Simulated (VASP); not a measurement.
# Ge2Te3O (P6/mmm) in VASP: a series of runs

The runs below take Ge2Te3O through single point, with PBE.

Everything below comes from runs of VASP 6.6.1. Logs are shortened: lines on timing, memory, paths and dates and some standing lists are left out, and cuts for length are marked.

### Step 1. The cell of the first run

Symmetry: P6/mmm, No. 191, hexagonal system. Conventional cell: a = 6.442 Å, b = 6.442 Å, c = 4.021 Å, α = 90.00°, β = 90.00°, γ = 120.00°. Within 3.6 Å of Ge (site symmetry -6m2) lie 6 Te at 2.74 Å. Te (site symmetry mmm) has 4 Ge at 2.74 Å and 4 Te at 3.22 Å within 3.6 Å. Within 4.9 Å of O (site symmetry 6/mmm) lie 6 Ge at 3.72 Å and 12 Te at 3.80 Å and 2 O at 4.02 Å.

### Step 2. Single point, PBE

File INCAR:

```
SYSTEM = Ge2Te3O
  PREC = Accurate
  ENCUT = 520
  EDIFF = 1E-6
  ISMEAR = 0
  SIGMA = 0.1
  LREAL = .FALSE.
  LASPH = .TRUE.
  NELM = 60
  ALGO = Normal
  ISIF = 2
  LWAVE = .FALSE.
  LCHARG = .TRUE.
  GGA = PE
  LELF = .TRUE.
  LVHAR = .TRUE.
  NBANDS = 35
```

File KPOINTS:

```
Automatic mesh
0
G
  3 3 4
  0 0 0
```

File POSCAR:

```
Ge2Te3O
1.0
    6.4420387600      0.0000000000      0.0000000000
   -3.2210193800      5.5789692100      0.0000000000
    0.0000000000      0.0000000000      4.0206671300
Ge Te O
2 3 1
Direct
    0.6666666700      0.3333333300      0.0000000000
    0.3333333300      0.6666666700      0.0000000000
    0.5000000000      0.5000000000      0.5000000000
    0.5000000000      0.0000000000      0.5000000000
    0.0000000000      0.5000000000      0.5000000000
    0.0000000000      0.0000000000      0.0000000000
```

Potentials or basis: VASP PAW PBE potentials, release 64 (Ge_d, Te, O).

Run with:

```
$ cat potpaw_PBE.64/Ge_d/POTCAR potpaw_PBE.64/Te/POTCAR potpaw_PBE.64/O/POTCAR > POTCAR
$ mpirun -np 1 vasp_std > vasp.out
```

OUTCAR:

```text
SYSTEM = Ge2Te3O
   PREC = Accurate
   ENCUT = 520
   EDIFF = 1E-6
   ISMEAR = 0
   LREAL = .FALSE.
   LASPH = .TRUE.
   NELM = 60
   ISIF = 2
   GGA = PE

 ion  position               nearest neighbor table
   1  0.667  0.333  0.000-   4 2.74   4 2.74   5 2.74   5 2.74   3 2.74   3 2.74
   2  0.333  0.667  0.000-   4 2.74   4 2.74   5 2.74   5 2.74   3 2.74   3 2.74
   3  0.500  0.500  0.500-   1 2.74   2 2.74   1 2.74   2 2.74   4 3.22   4 3.22   5 3.22   5 3.22

   4  0.500  0.000  0.500-   1 2.74   2 2.74   1 2.74   2 2.74   3 3.22   5 3.22   3 3.22   5 3.22

   5  0.000  0.500  0.500-   1 2.74   2 2.74   1 2.74   2 2.74   4 3.22   4 3.22   3 3.22   3 3.22

   6  0.000  0.000  0.000-

  LATTYP: Found a hexagonal cell.
 ALAT       =     6.4420387600
 C/A-ratio  =     0.6241296086

  Lattice vectors:

 A1 = (   6.4420387600,   0.0000000000,   0.0000000000)
 A2 = (  -3.2210193800,   5.5789692100,   0.0000000000)
 A3 = (   0.0000000000,   0.0000000000,   4.0206671300)

Analysis of symmetry for initial positions (statically):
=====================================================================
 Subroutine PRICEL returns:
 Original cell was already a primitive cell.

 Routine SETGRP: Setting up the symmetry group for a
 hexagonal supercell.

 Subroutine GETGRP returns: Found 24 space group operations
 (whereof 24 operations were pure point group operations)
 out of a pool of 24 trial point group operations.

The static configuration has the point symmetry D_6h.

Analysis of symmetry for dynamics (positions and initial velocities):
=====================================================================
 Subroutine PRICEL returns:
 Original cell was already a primitive cell.

 Routine SETGRP: Setting up the symmetry group for a
 hexagonal supercell.

 Subroutine GETGRP returns: Found 24 space group operations
 (whereof 24 operations were pure point group operations)
 out of a pool of 24 trial point group operations.

The dynamic configuration has the point symmetry D_6h.

 Subroutine INISYM returns: Found 24 space group operations
 (whereof 24 operations are pure point group operations),
 and found     1 'primitive' translations

----------------------------------------------------------------------------------------

                                     Primitive cell

  volume of cell :     144.5025

  direct lattice vectors                    reciprocal lattice vectors
     6.442038760  0.000000000  0.000000000     0.155230361  0.089622291  0.000000000
    -3.221019380  5.578969210  0.000000000     0.000000000  0.179244581  0.000000000
     0.000000000  0.000000000  4.020667130     0.000000000  0.000000000  0.248714944

  length of vectors
     6.442038760  6.442038753  4.020667130     0.179244581  0.179244581  0.248714944

  position of ions in fractional coordinates (direct lattice)
     0.666666670  0.333333330  0.000000000
     0.333333330  0.666666670  0.000000000
     0.500000000  0.500000000  0.500000000
     0.500000000  0.000000000  0.500000000
     0.000000000  0.500000000  0.500000000
     0.000000000  0.000000000  0.000000000

  ion indices of the primitive-cell ions
   primitive index   ion index
                 1           1
                 2           2
                 3           3
                 4           4
                 5           5
                 6           6

----------------------------------------------------------------------------------------

 KPOINTS: Automatic mesh

Automatic generation of k-mesh.
 Grid dimensions read from file:
 generate k-points for:    3    3    4

 Generating k-lattice:

  Cartesian coordinates                     Fractional coordinates (reciprocal lattice)
     0.051743454  0.029874097  0.000000000     0.333333333  0.000000000  0.000000000
     0.000000000  0.059748194  0.000000000     0.000000000  0.333333333  0.000000000
     0.000000000  0.000000000  0.062178736     0.000000000  0.000000000  0.250000000

  Length of vectors
     0.059748194  0.059748194  0.062178736

  Shift w.r.t. Gamma in fractional coordinates (k-lattice)
     0.000000000  0.000000000  0.000000000

 Subroutine IBZKPT returns following result:
 ===========================================

 Found      9 irreducible k-points:

 Following reciprocal coordinates:
            Coordinates               Weight
  0.000000  0.000000  0.000000      1.000000
  0.333333 -0.000000  0.000000      6.000000
  0.333333  0.333333  0.000000      2.000000
  0.000000  0.000000  0.250000      2.000000
  0.333333 -0.000000  0.250000     12.000000
  0.333333  0.333333  0.250000      4.000000
  0.000000  0.000000  0.500000      1.000000
  0.333333 -0.000000  0.500000      6.000000
  0.333333  0.333333  0.500000      2.000000
   k-points           NKPTS =      9   k-points in BZ     NKDIM =      9   number of bands    NBANDS=     35
   number of dos      NEDOS =    301   number of ions     NIONS =      6
   total plane-waves  NPLWV =  69120
   dimension x,y,z NGX =    48 NGY =   48 NGZ =   30
   dimension x,y,z NGXF=    96 NGYF=   96 NGZF=   60
   ions per type =               2   3   1
   NGX,Y,Z   is equivalent  to a cutoff of  12.39, 12.39, 12.40 a.u.
   NGXF,Y,Z  is equivalent  to a cutoff of  24.77, 24.77, 24.81 a.u.
 SYSTEM =  Ge2Te3O
   PREC   = accura    normal or accurate (medium, high low for compatibility)
   ISTART =      0    job   : 0-new  1-cont  2-samecut
   ICHARG =      2    charge: 1-file 2-atom 10-const
   ISPIN  =      1    spin polarized calculation?
   LNONCOLLINEAR =      F non collinear calculations
   LSORBIT =      F    spin-orbit coupling
   LASPH  =      T    aspherical Exc in radial PAW
   ENCUT  =  520.0 eV  38.22 Ry    6.18 a.u.  11.98 11.98  7.48*2*pi/ulx,y,z
   NELM   =     60;   NELMIN=  2; NELMDL= -5     # of ELM steps
   EDIFF  = 0.1E-05   stopping-criterion for ELM
   LREAL  =      F    real-space projection
   EDIFFG = 0.1E-04   stopping-criterion for IOM
   NSW    =      0    number of steps for IOM
   IBRION =     -1    ionic relax: 0-MD 1-quasi-New 2-CG
   NFREE  =      0    steps in history (QN), initial steepest desc. (CG)
   ISIF   =      2    stress and relaxation
   ISYM   =      2    0-nonsym 1-usesym 2-fastsym
   POTIM  = 0.5000    time-step for ionic-motion
   TEBEG  =    0.0;   TEEND  =   0.0 temperature during run
   PSTRESS=    0.0 pullay stress
   NELECT =      52.0000    total number of electrons
   NUPDOWN=      -1.0000    fix difference up-down
   EMIN   =  10.00;   EMAX   =-10.00  energy-range for DOS
   EFERMI =   0.00;   METHOD = LEGACY
   ISMEAR =     0;   SIGMA  =   0.10  broadening in eV -4-tet -1-fermi 0-gaus
   EFERMI_NEDOS =   21; number of points for ismear=-14 and -15
   IALGO  =     38    algorithm
   IMIX   =      4    mixing-type and parameters
     AMIX     =   0.40;   BMIX     =  1.00
     AMIX_MAG =   1.60;   BMIX_MAG =  1.00
  volume/ion in A,a.u.               =      24.08       162.53
  Fermi-wavevector in a.u.,A,eV,Ry     =   1.164441  2.200474 18.448449  1.355923
  Thomas-Fermi vector in A             =   2.300979
   LORBIT       =      0    0 simple, 1 ext, 2 COOP (PROOUT), +10 PAW based schemes
   GGA     = PE    functional components
   LHFCALC =     F    Hartree Fock is set to
   AEXX    =    0.0000 exact exchange contribution
   IVDW    =     0    specifies the selected vdW correction
   LEPSILON=     F    determine dielectric tensor
   LRPA    =     F    only Hartree local field effects (RPA)
 non-spin polarized calculation
 Gauss-broadening in eV      SIGMA  =   0.10
  energy-cutoff  :      520.00
  volume of cell :      144.50
 maximum number of plane-waves:      3912
 NGX is ok and might be reduce to    48
   NGX = 23   NGY = 23   NGZ = 15

 number of electron      51.9999990 magnetization

 Free energy of the ion-electron system (eV)
  ---------------------------------------------------
  ext. energy  EPLUGINS =         0.00000000
  ---------------------------------------------------
  free energy    TOTEN  =       -18.39954687 eV

  energy without entropy =      -18.33990855  energy(sigma->0) =      -18.36972771

 E-fermi :   5.5904     XC(G=0):  -9.7031

 val. band max:        5.5746421690   @ k =   0.3333   0.3333   0.5000
 cond. band min:       5.5944602342   @ k =   0.0000   0.0000   0.0000
 fundamental gap:      0.0198180653
 Fermi energy:         5.5903508235

 k-point     1 :       0.0000    0.0000    0.0000
  band No.  band energies     occupation
      1     -19.4222      2.00000
      2     -19.4222      2.00000
      3     -19.4165      2.00000
      4     -19.4149      2.00000
      5     -19.4149      2.00000
      6     -19.4126      2.00000
[... 27 lines left out ...]
     34      10.6077      0.00000
     35      11.6377      0.00000

 k-point     2 :       0.3333   -0.0000    0.0000
  band No.  band energies     occupation
      1     -19.4223      2.00000
      2     -19.4208      2.00000
      3     -19.4165      2.00000
      4     -19.4158      2.00000
      5     -19.4149      2.00000
      6     -19.4137      2.00000
[... 27 lines left out ...]
     34      10.8028      0.00000
     35      10.9889      0.00000

 k-point     3 :       0.3333    0.3333    0.0000
  band No.  band energies     occupation
      1     -19.4224      2.00000
      2     -19.4186      2.00000
      3     -19.4186      2.00000
      4     -19.4148      2.00000
      5     -19.4148      2.00000
      6     -19.4148      2.00000
[... 27 lines left out ...]
     34      11.4859      0.00000
     35      11.9790      0.00000

 k-point     4 :       0.0000    0.0000    0.2500
  band No.  band energies     occupation
      1     -19.4251      2.00000
      2     -19.4251      2.00000
      3     -19.4179      2.00000
      4     -19.4179      2.00000
      5     -19.4117      2.00000
      6     -19.4072      2.00000
[... 27 lines left out ...]
     34      10.1797      0.00000
     35      11.1020      0.00000

 k-point     5 :       0.3333   -0.0000    0.2500
  band No.  band energies     occupation
      1     -19.4252      2.00000
      2     -19.4237      2.00000
      3     -19.4193      2.00000
      4     -19.4177      2.00000
      5     -19.4111      2.00000
      6     -19.4090      2.00000
[... 27 lines left out ...]
     34      11.0253      0.00000
     35      11.6987      0.00000

 k-point     6 :       0.3333    0.3333    0.2500
  band No.  band energies     occupation
      1     -19.4254      2.00000
      2     -19.4215      2.00000
      3     -19.4215      2.00000
      4     -19.4176      2.00000
      5     -19.4101      2.00000
      6     -19.4101      2.00000
[... 27 lines left out ...]
     34      11.5461      0.00000
     35      12.1239      0.00000

 k-point     7 :       0.0000    0.0000    0.5000
  band No.  band energies     occupation
      1     -19.4278      2.00000
      2     -19.4278      2.00000
      3     -19.4209      2.00000
      4     -19.4209      2.00000
      5     -19.4070      2.00000
      6     -19.4056      2.00000
[... 27 lines left out ...]
     34      13.0279      0.00000
     35      13.0302      0.00000

 k-point     8 :       0.3333   -0.0000    0.5000
  band No.  band energies     occupation
      1     -19.4281      2.00000
      2     -19.4266      2.00000
      3     -19.4222      2.00000
      4     -19.4206      2.00000
      5     -19.4067      2.00000
      6     -19.4066      2.00000
[... 27 lines left out ...]
     34      12.5131      0.00000
     35      13.4479      0.00000

 k-point     9 :       0.3333    0.3333    0.5000
  band No.  band energies     occupation
      1     -19.4285      2.00000
      2     -19.4244      2.00000
      3     -19.4244      2.00000
      4     -19.4203      2.00000
      5     -19.4078      2.00000
      6     -19.4059      2.00000
[... 27 lines left out ...]
     34      11.3664      0.00000
     35      14.1291      0.00000

------------------------ aborting loop because EDIFF is reached ----------------------------------------

  FORCE on cell =-STRESS in cart. coord.  units (eV):
  Direction    XX          YY          ZZ          XY          YZ          ZX
  --------------------------------------------------------------------------------------
  -------------------------------------------------------------------------------------
  Total        9.1928047      9.1928046     10.5143999      0.0000000     -0.0000000      0.0000000
  in kB      101.9255814    101.9255811    116.5788200      0.0000000     -0.0000000      0.0000000
  external PRESSURE =     106.8099942 kB  Pullay stress =       0.0000000 kB

 VOLUME and BASIS-vectors are now :
 -----------------------------------------------------------------------------
  energy-cutoff  :      520.00
  volume of cell :      144.50
      direct lattice vectors                 reciprocal lattice vectors
     6.442038760  0.000000000  0.000000000     0.155230361  0.089622291  0.000000000
    -3.221019380  5.578969210  0.000000000     0.000000000  0.179244581  0.000000000
     0.000000000  0.000000000  4.020667130     0.000000000  0.000000000  0.248714944

 POSITION                                       TOTAL-FORCE (eV/Angst)
 -----------------------------------------------------------------------------------
      3.22102      1.85966      0.00000        -0.000000      0.000000     -0.000000
     -0.00000      3.71931      0.00000         0.000000     -0.000000      0.000000
      1.61051      2.78948      2.01033         0.000000      0.000000      0.000000
      3.22102      0.00000      2.01033         0.000000      0.000000      0.000000
     -1.61051      2.78948      2.01033         0.000000      0.000000      0.000000
      0.00000      0.00000      0.00000         0.000000      0.000000      0.000000
 -----------------------------------------------------------------------------------
    total drift:                               -0.000000      0.000000     -0.000000

  FREE ENERGIE OF THE ION-ELECTRON SYSTEM (eV)
  ---------------------------------------------------
  free  energy   TOTEN  =       -18.3995468726 eV

  energy  without entropy=      -18.3399085547  energy(sigma->0) =      -18.36972771
```

Run time: 78 s. Hardware: 1 thread of Intel Xeon Platinum 8259CL at 2.50GHz (Skylake/Cascade Lake), shared host; peak memory 0.26 GiB.

Results:

- Free energy: -18.3995 eV
- Pressure: 10.7 GPa
- Band gap on the k mesh: zero (band 26 reaches 6.37 eV, above the bottom of band 27 at 5.39 eV)

Stress tensor (GPa, compression positive):
```
10.19  0.00  0.00
 0.00 10.19  0.00
 0.00  0.00 11.66
```

Levels at points of the mesh, in eV from the Fermi level:
```csv
k point,band 23,band 24,band 25,band 26,band 27,band 28,band 29,band 30
"(0.00, 0.00, 0.00)",-0.69,-0.36,-0.36,0.00,0.78,0.78,1.30,1.30
"(0.00, 0.00, 0.50)",-1.07,-0.56,0.78,0.78,1.81,1.82,1.82,2.37
```

Caveat: the k points lie up to 0.39 Å⁻¹ apart; spin-orbit coupling is left out, which moves the levels of the heavy elements.

### Step 3. Single point, PBE

This run uses another cell than the first one, of 28.73 Å³/atom, 1.193 times its volume.

File INCAR:

```
SYSTEM = Ge2Te3O
ALGO     = Normal         ! electronic algorithm
EDIFF    = 1E-7           ! SCF threshold, eV
ENCUT    = 520            ! plane-wave cutoff, eV
GGA      = PE             ! functional
ISIF     = 2              ! what is computed and relaxed
ISMEAR   = 0              ! smearing method
LASPH    = .True.         ! aspherical terms in the spheres
LCHARG   = .False.        ! write CHGCAR
LREAL    = .False.        ! projectors in reciprocal space
LWAVE    = .False.        ! write WAVECAR
NBANDS   = 35             ! bands
NELM     = 100            ! most SCF steps
PREC     = Accurate       ! precision mode
SIGMA    = 0.1            ! smearing width, eV
```

File KPOINTS:

```
k-points
0
Gamma
  3 3 4
  0 0 0
```

File POSCAR:

```
Ge2Te3O
1.0
    6.8870292865      0.0000000000      0.0000000000
   -3.4435146433      5.9643423187      0.0000000000
    0.0000000000      0.0000000000      4.1962612684
Ge Te O
2 3 1
Direct
    0.6666666667      0.3333333333      0.0000000000
    0.3333333333      0.6666666667      0.0000000000
    0.5000000000      0.5000000000      0.5000000000
    0.5000000000      0.0000000000      0.5000000000
    0.0000000000      0.5000000000      0.5000000000
    0.0000000000      0.0000000000      0.0000000000
```

Potentials or basis: VASP PAW PBE potentials, release 64 (Ge_d, Te, O).

Run with:

```
$ cat potpaw_PBE.64/Ge_d/POTCAR potpaw_PBE.64/Te/POTCAR potpaw_PBE.64/O/POTCAR > POTCAR
$ mpirun -np 1 vasp_std > vasp.out
```

Run time: 1.8 min. Hardware: 1 thread of Intel Xeon Platinum 8259CL at 2.50GHz (Skylake/Cascade Lake), shared host; peak memory 0.31 GiB.

The run converged. Its results:

| Property | Result |
| --- | --- |
| Free energy | -19.2154 eV |
| Pressure | 0.3 GPa |
| Band gap on the k mesh | zero (band 26 reaches 4.48 eV, above the bottom of band 27 at 3.67 eV) |

Stress tensor (GPa, compression positive):
```
0.34 0.00 0.00
0.00 0.34 0.00
0.00 0.00 0.24
```

Levels at points of the mesh, in eV from the Fermi level:
```csv
k point,band 24,band 25,band 26,band 27,band 28,band 29
"(0.00, 0.00, 0.00)",-0.33,-0.31,0.02,0.43,0.43,0.85
"(0.00, 0.00, 0.50)",-0.37,0.67,0.67,1.14,1.14,1.15
```

Caveat: the k points lie up to 0.37 Å⁻¹ apart; spin-orbit coupling is left out, which moves the levels of the heavy elements.
